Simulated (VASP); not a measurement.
# P in VASP: further runs

The runs below take P through single point, with PBE.

All numbers are computed with VASP 6.6.1; they aren't measurements. Logs are shortened: lines on timing, memory, paths and dates and some standing lists are left out, and cuts for length are marked.

**1. The cell of the first run**

The structure is tetragonal, space group I-42d (No. 122). Conventional cell: a = 7.878 Å, b = 7.878 Å, c = 6.438 Å, α = 90.00°, β = 90.00°, γ = 90.00°. Within 3.0 Å of P (site symmetry 1) lie 3 P at 2.25 to 2.26 Å.

**2. Single point, PBE**

File INCAR:

```
SYSTEM = P
PREC     = Accurate       ! precision mode
ENCUT    = 520            ! plane-wave cutoff, eV
EDIFF    = 1E-7           ! SCF threshold, eV
ISMEAR   = 0              ! smearing method
SIGMA    = 0.1            ! smearing width, eV
LREAL    = .False.        ! projectors in reciprocal space
LASPH    = .True.         ! aspherical terms in the spheres
NELM     = 60             ! most SCF steps
ALGO     = Normal         ! electronic algorithm
ISIF     = 2              ! what is computed and relaxed
LWAVE    = .False.        ! write WAVECAR
LCHARG   = .False.        ! write CHGCAR
GGA      = PE             ! functional
NBANDS   = 30             ! bands
```

File KPOINTS:

```
Automatic mesh
0
Gamma
  4 4 4
  0 0 0
```

File POSCAR:

```
P
1.0
   -3.9390490000      3.9390490000      3.2191620000
    3.9390490000     -3.9390490000      3.2191620000
    3.9390490000      3.9390490000     -3.2191620000
P
8
Direct
    0.2767905000      0.4071735000      0.7505030000
    0.6566705000      0.5262875000      0.2494970000
    0.2762875000      0.9066705000      0.7494970000
    0.1571735000      0.5267905000      0.2505030000
    0.0933295000      0.8428265000      0.3696170000
    0.4732095000      0.7237125000      0.6303830000
    0.5928265000      0.3433295000      0.8696170000
    0.4737125000      0.7232095000      0.1303830000
```

Potentials or basis: VASP PAW PBE potentials, release 64 (P).

Launch:

```console
> cat potpaw_PBE.64/P/POTCAR > POTCAR
> mpirun -np 1 vasp_std > vasp.out
```

OUTCAR:

```text
SYSTEM = P
   PREC = Accurate
   ENCUT = 520
   EDIFF = 1E-7
   ISMEAR = 0
   LREAL = .False.
   LASPH = .True.
   NELM = 60
   ISIF = 2
   GGA = PE

 ion  position               nearest neighbor table
   1  0.277  0.407  0.751-   6 2.25   7 2.26   8 2.26
   2  0.657  0.526  0.249-   5 2.25   8 2.26   7 2.26
   3  0.276  0.907  0.749-   7 2.25   6 2.26   5 2.26
   4  0.157  0.527  0.251-   8 2.25   5 2.26   6 2.26
   5  0.093  0.843  0.370-   2 2.25   4 2.26   3 2.26
   6  0.473  0.724  0.630-   1 2.25   3 2.26   4 2.26
   7  0.593  0.343  0.870-   3 2.25   1 2.26   2 2.26
   8  0.474  0.723  0.130-   4 2.25   2 2.26   1 2.26

  LATTYP: Found a body centered tetragonal cell.
 ALAT       =     7.8780980000
 C/A-ratio  =     0.8172434514

  Lattice vectors:

 A1 = (  -3.9390490000,   3.9390490000,   3.2191620000)
 A2 = (   3.9390490000,  -3.9390490000,   3.2191620000)
 A3 = (   3.9390490000,   3.9390490000,  -3.2191620000)

Analysis of symmetry for initial positions (statically):
=====================================================================
 Subroutine PRICEL returns:
 Original cell was already a primitive cell.

 Routine SETGRP: Setting up the symmetry group for a
 body centered tetragonal supercell.

 Subroutine GETGRP returns: Found  8 space group operations
 (whereof  4 operations were pure point group operations)
 out of a pool of 16 trial point group operations.

The static configuration has the point symmetry S_4 .
 The point group associated with its full space group is D_2d.

Analysis of symmetry for dynamics (positions and initial velocities):
=====================================================================
 Subroutine PRICEL returns:
 Original cell was already a primitive cell.

 Routine SETGRP: Setting up the symmetry group for a
 body centered tetragonal supercell.

 Subroutine GETGRP returns: Found  8 space group operations
 (whereof  4 operations were pure point group operations)
 out of a pool of 16 trial point group operations.

The dynamic configuration has the point symmetry S_4 .
 The point group associated with its full space group is D_2d.

 Subroutine INISYM returns: Found  8 space group operations
 (whereof  4 operations are pure point group operations),
 and found     1 'primitive' translations

----------------------------------------------------------------------------------------

                                     Primitive cell

  volume of cell :     199.7954

  direct lattice vectors                    reciprocal lattice vectors
    -3.939049000  3.939049000  3.219162000     0.000000000  0.126934191  0.155319925
     3.939049000 -3.939049000  3.219162000     0.126934191  0.000000000  0.155319925
     3.939049000  3.939049000 -3.219162000     0.126934191  0.126934191  0.000000000

  length of vectors
     6.433911565  6.433911565  6.433911565     0.200590548  0.200590548  0.179512055

  position of ions in fractional coordinates (direct lattice)
     0.276790500  0.407173500  0.750503000
     0.656670500  0.526287500  0.249497000
     0.276287500  0.906670500  0.749497000
     0.157173500  0.526790500  0.250503000
     0.093329500  0.842826500  0.369617000
     0.473209500  0.723712500  0.630383000
     0.592826500  0.343329500  0.869617000
     0.473712500  0.723209500  0.130383000

  ion indices of the primitive-cell ions
   primitive index   ion index
                 1           1
                 2           2
                 3           3
                 4           4
                 5           5
                 6           6
                 7           7
                 8           8

----------------------------------------------------------------------------------------

 KPOINTS: Automatic mesh

Automatic generation of k-mesh.
 Grid dimensions read from file:
 generate k-points for:    4    4    4

 Generating k-lattice:

  Cartesian coordinates                     Fractional coordinates (reciprocal lattice)
     0.000000000  0.031733548  0.038829981     0.250000000  0.000000000 -0.000000000
     0.031733548  0.000000000  0.038829981     0.000000000  0.250000000 -0.000000000
     0.031733548  0.031733548  0.000000000     0.000000000  0.000000000  0.250000000

  Length of vectors
     0.050147637  0.050147637  0.044878014

  Shift w.r.t. Gamma in fractional coordinates (k-lattice)
     0.000000000  0.000000000  0.000000000

 Subroutine IBZKPT returns following result:
 ===========================================

 Found     13 irreducible k-points:

 Following reciprocal coordinates:
            Coordinates               Weight
  0.000000  0.000000  0.000000      1.000000
  0.250000  0.000000  0.000000      8.000000
  0.500000  0.000000  0.000000      4.000000
  0.250000  0.250000  0.000000      8.000000
  0.500000  0.250000  0.000000     16.000000
 -0.250000  0.250000  0.000000      4.000000
  0.500000  0.500000  0.000000      2.000000
  0.250000  0.250000  0.250000      2.000000
 -0.250000  0.250000  0.250000      4.000000
  0.500000  0.500000  0.250000      4.000000
 -0.250000  0.500000  0.250000      8.000000
 -0.250000 -0.250000  0.250000      2.000000
  0.500000  0.500000  0.500000      1.000000
   k-points           NKPTS =     13   k-points in BZ     NKDIM =     13   number of bands    NBANDS=     30
   number of dos      NEDOS =    301   number of ions     NIONS =      8
   total plane-waves  NPLWV = 110592
   dimension x,y,z NGX =    48 NGY =   48 NGZ =   48
   dimension x,y,z NGXF=    96 NGYF=   96 NGZF=   96
   ions per type =               8
   NGX,Y,Z   is equivalent  to a cutoff of  12.40, 12.40, 12.40 a.u.
   NGXF,Y,Z  is equivalent  to a cutoff of  24.81, 24.81, 24.81 a.u.
 SYSTEM =  P
   PREC   = accura    normal or accurate (medium, high low for compatibility)
   ISTART =      0    job   : 0-new  1-cont  2-samecut
   ICHARG =      2    charge: 1-file 2-atom 10-const
   ISPIN  =      1    spin polarized calculation?
   LNONCOLLINEAR =      F non collinear calculations
   LSORBIT =      F    spin-orbit coupling
   LASPH  =      T    aspherical Exc in radial PAW
   ENCUT  =  520.0 eV  38.22 Ry    6.18 a.u.  11.96 11.96 11.96*2*pi/ulx,y,z
   NELM   =     60;   NELMIN=  2; NELMDL= -5     # of ELM steps
   EDIFF  = 0.1E-06   stopping-criterion for ELM
   LREAL  =      F    real-space projection
   EDIFFG = 0.1E-05   stopping-criterion for IOM
   NSW    =      0    number of steps for IOM
   IBRION =     -1    ionic relax: 0-MD 1-quasi-New 2-CG
   NFREE  =      0    steps in history (QN), initial steepest desc. (CG)
   ISIF   =      2    stress and relaxation
   ISYM   =      2    0-nonsym 1-usesym 2-fastsym
   POTIM  = 0.5000    time-step for ionic-motion
   TEBEG  =    0.0;   TEEND  =   0.0 temperature during run
   PSTRESS=    0.0 pullay stress
   NELECT =      40.0000    total number of electrons
   NUPDOWN=      -1.0000    fix difference up-down
   EMIN   =  10.00;   EMAX   =-10.00  energy-range for DOS
   EFERMI =   0.00;   METHOD = LEGACY
   ISMEAR =     0;   SIGMA  =   0.10  broadening in eV -4-tet -1-fermi 0-gaus
   EFERMI_NEDOS =   21; number of points for ismear=-14 and -15
   IALGO  =     38    algorithm
   IMIX   =      4    mixing-type and parameters
     AMIX     =   0.40;   BMIX     =  1.00
     AMIX_MAG =   1.60;   BMIX_MAG =  1.00
  volume/ion in A,a.u.               =      24.97       168.54
  Fermi-wavevector in a.u.,A,eV,Ry     =   0.957708  1.809805 12.479318  0.917204
  Thomas-Fermi vector in A             =   2.086750
   LORBIT       =      0    0 simple, 1 ext, 2 COOP (PROOUT), +10 PAW based schemes
   GGA     = PE    functional components
   LHFCALC =     F    Hartree Fock is set to
   AEXX    =    0.0000 exact exchange contribution
   IVDW    =     0    specifies the selected vdW correction
   LEPSILON=     F    determine dielectric tensor
   LRPA    =     F    only Hartree local field effects (RPA)
 non-spin polarized calculation
 Gauss-broadening in eV      SIGMA  =   0.10
  energy-cutoff  :      520.00
  volume of cell :      199.80
 maximum number of plane-waves:      5408
   NGX = 23   NGY = 23   NGZ = 23

 number of electron      40.0000000 magnetization

 Free energy of the ion-electron system (eV)
  ---------------------------------------------------
  ext. energy  EPLUGINS =         0.00000000
  ---------------------------------------------------
  free energy    TOTEN  =       -42.74323194 eV

  energy without entropy =      -42.74323194  energy(sigma->0) =      -42.74323194

 E-fermi :   3.2256     XC(G=0):  -8.3022

 val. band max:        2.7868654577   @ k =   0.2500   0.2500   0.2500
 cond. band min:       4.4141490016   @ k =   0.5000   0.0000   0.0000
 fundamental gap:      1.6272835439
 Fermi energy:         3.2256376757

 k-point     1 :       0.0000    0.0000    0.0000
  band No.  band energies     occupation
      1     -11.5212      2.00000
      2      -8.8729      2.00000
      3      -8.5046      2.00000
      4      -8.5046      2.00000
      5      -6.0051      2.00000
      6      -5.7496      2.00000
[... 22 lines left out ...]
     29       7.6094      0.00000
     30       7.7862      0.00000

 k-point     2 :       0.2500    0.0000    0.0000
  band No.  band energies     occupation
      1     -11.3574      2.00000
      2      -9.5846      2.00000
      3      -8.6145      2.00000
      4      -7.8760      2.00000
      5      -6.6171      2.00000
      6      -5.6165      2.00000
[... 22 lines left out ...]
     29       7.4763      0.00000
     30       7.9209      0.00000

 k-point     3 :       0.5000    0.0000    0.0000
  band No.  band energies     occupation
      1     -11.1097      2.00000
      2     -10.0887      2.00000
      3      -8.7115      2.00000
      4      -7.3571      2.00000
      5      -7.1223      2.00000
      6      -5.5237      2.00000
[... 22 lines left out ...]
     29       7.8259      0.00000
     30       7.8750      0.00000

 k-point     4 :       0.2500    0.2500    0.0000
  band No.  band energies     occupation
      1     -11.1074      2.00000
      2     -10.1092      2.00000
      3      -8.5003      2.00000
      4      -7.9740      2.00000
      5      -6.4954      2.00000
      6      -5.6695      2.00000
[... 22 lines left out ...]
     29       7.8373      0.00000
     30       7.9154      0.00000

 k-point     5 :       0.5000    0.2500    0.0000
  band No.  band energies     occupation
      1     -11.0265      2.00000
      2     -10.3287      2.00000
      3      -8.3820      2.00000
      4      -7.6062      2.00000
      5      -6.8364      2.00000
      6      -5.8810      2.00000
[... 22 lines left out ...]
     29       7.8799      0.00000
     30       8.1102      0.00000
[... 163 lines left out ...]
     29       7.9446      0.00000
     30       7.9446      0.00000

 k-point    11 :      -0.2500    0.5000    0.2500
  band No.  band energies     occupation
      1     -10.9254      2.00000
      2     -10.1682      2.00000
      3      -8.8246      2.00000
      4      -8.4263      2.00000
      5      -5.7976      2.00000
      6      -5.2032      2.00000
[... 22 lines left out ...]
     29       7.9568      0.00000
     30       8.3042      0.00000

 k-point    12 :      -0.2500   -0.2500    0.2500
  band No.  band energies     occupation
      1     -11.2304      2.00000
      2      -9.5076      2.00000
      3      -8.7205      2.00000
      4      -8.7205      2.00000
      5      -5.3793      2.00000
      6      -5.3793      2.00000
[... 22 lines left out ...]
     29       7.8932      0.00000
     30       7.8938      0.00000

 k-point    13 :       0.5000    0.5000    0.5000
  band No.  band energies     occupation
      1     -10.4880      2.00000
      2     -10.4880      2.00000
      3      -8.9245      2.00000
      4      -8.9245      2.00000
      5      -4.8852      2.00000
      6      -4.8852      2.00000
[... 22 lines left out ...]
     29       7.7932      0.00000
     30       7.7932      0.00000

------------------------ aborting loop because EDIFF is reached ----------------------------------------

  FORCE on cell =-STRESS in cart. coord.  units (eV):
  Direction    XX          YY          ZZ          XY          YZ          ZX
  --------------------------------------------------------------------------------------
  -------------------------------------------------------------------------------------
  Total       -0.2968390     -0.2968390     -0.3036706      0.0000000      0.0000000      0.0000000
  in kB       -2.3803783     -2.3803783     -2.4351613      0.0000000      0.0000000      0.0000000
  external PRESSURE =      -2.3986393 kB  Pullay stress =       0.0000000 kB

 VOLUME and BASIS-vectors are now :
 -----------------------------------------------------------------------------
  energy-cutoff  :      520.00
  volume of cell :      199.80
      direct lattice vectors                 reciprocal lattice vectors
    -3.939049000  3.939049000  3.219162000     0.000000000  0.126934191  0.155319925
     3.939049000 -3.939049000  3.219162000     0.126934191  0.000000000  0.155319925
     3.939049000  3.939049000 -3.219162000     0.126934191  0.126934191  0.000000000

 POSITION                                       TOTAL-FORCE (eV/Angst)
 -----------------------------------------------------------------------------------
      3.46985      2.44268     -0.21420         0.021429      0.034068      0.048670
      0.46920      1.49637      3.00496        -0.021429     -0.034068      0.048670
      5.43541      0.46920      1.39538        -0.034068     -0.021429      0.048670
      2.44268     -0.46920      1.39538         0.034068      0.021429      0.048670
      4.40824     -1.49637      1.82378        -0.021429      0.034068     -0.048670
      3.46985      1.49637      1.82378         0.021429     -0.034068     -0.048670
      2.44268      4.40824      0.21420         0.034068     -0.021429     -0.048670
      1.49637     -0.46920      3.43336        -0.034068      0.021429     -0.048670
 -----------------------------------------------------------------------------------
    total drift:                                0.000000      0.000000      0.000000

  FREE ENERGIE OF THE ION-ELECTRON SYSTEM (eV)
  ---------------------------------------------------
  free  energy   TOTEN  =       -42.7432319375 eV

  energy  without entropy=      -42.7432319375  energy(sigma->0) =      -42.74323194
```

It took 42 s on 1 thread of Intel Xeon 6975P-C (Granite Rapids), shared host; peak memory 0.31 GiB.

Results:

| Quantity | Value |
| --- | --- |
| Free energy | -42.7432 eV |
| Pressure | -0.2 GPa |
| Largest force | 0.063 eV/Å |
| Band gap on the k mesh | 1.63 eV, indirect (least direct gap 1.71 eV) |

Forces on the atoms (eV/Å):
```
P    0.021  0.034  0.049
P   -0.021 -0.034  0.049
P   -0.034 -0.021  0.049
P    0.034  0.021  0.049
P   -0.021  0.034 -0.049
P    0.021 -0.034 -0.049
P    0.034 -0.021 -0.049
P   -0.034  0.021 -0.049
```

A k mesh can miss the band edges. A hybrid or GW would open this gap; PBE tends to underestimate it.

**3. Single point, PBE**

File INCAR:

```
  PREC = Accurate
  ENCUT = 520
  EDIFF = 1E-6
  ISMEAR = 0
  SIGMA = 0.1
  LREAL = F
  LASPH = T
  NELM = 60
  ALGO = Normal
  ISIF = 2
  LWAVE = F
  LCHARG = T
  GGA = PE
  LELF = T
  LVHAR = T
  NBANDS = 30
```

File KPOINTS:

```
Automatic mesh
0
Gamma
  4 4 4
```

POSCAR is that of step 2.

Potentials or basis: VASP PAW PBE potentials, release 64 (P).

Launch:

```console
> cat potpaw_PBE.64/P/POTCAR > POTCAR
> mpirun -np 1 vasp_std > vasp.out
```

Wall time 37 s (1 thread of Intel Xeon 6975P-C (Granite Rapids), shared host); peak memory 0.31 GiB.

It converged, with:

| Property | Result |
| --- | --- |
| Free energy | -42.7432 eV |
| Pressure | -0.2 GPa |
| Largest force | 0.063 eV/Å |
| Band gap on the k mesh | 1.63 eV, indirect (least direct gap 1.71 eV) |

Forces on the atoms (eV/Å):
```
P    0.021  0.034  0.049
P   -0.021 -0.034  0.049
P   -0.034 -0.021  0.049
P    0.034  0.021  0.049
P   -0.021  0.034 -0.049
P    0.021 -0.034 -0.049
P    0.034 -0.021 -0.049
P   -0.034  0.021 -0.049
```

Levels at points of the mesh, in eV from the valence-band top:
| k point | band 16 | band 17 | band 18 | band 19 | band 20 | band 21 | band 22 | band 23 | band 24 | band 25 |
| --- | --- | --- | --- | --- | --- | --- | --- | --- | --- | --- |
| (0.00, 0.00, 0.00) | -1.92 | -1.65 | -0.80 | -0.65 | -0.65 | 2.43 | 2.61 | 2.61 | 3.30 | 3.56 |
| (0.50, 0.00, 0.00) | -1.45 | -0.97 | -0.91 | -0.17 | -0.08 | 1.63 | 2.76 | 2.79 | 2.93 | 3.35 |
| (0.50, 0.50, 0.00) | -1.46 | -0.77 | -0.77 | -0.68 | -0.68 | 2.20 | 2.20 | 2.72 | 2.72 | 3.82 |
| (0.50, 0.50, 0.50) | -1.80 | -0.74 | -0.74 | -0.58 | -0.58 | 2.31 | 2.31 | 2.48 | 2.48 | 3.70 |

A k mesh can miss the band edges. As with any semilocal functional, this PBE gap is likely too small.

[end of part 1 of 2]
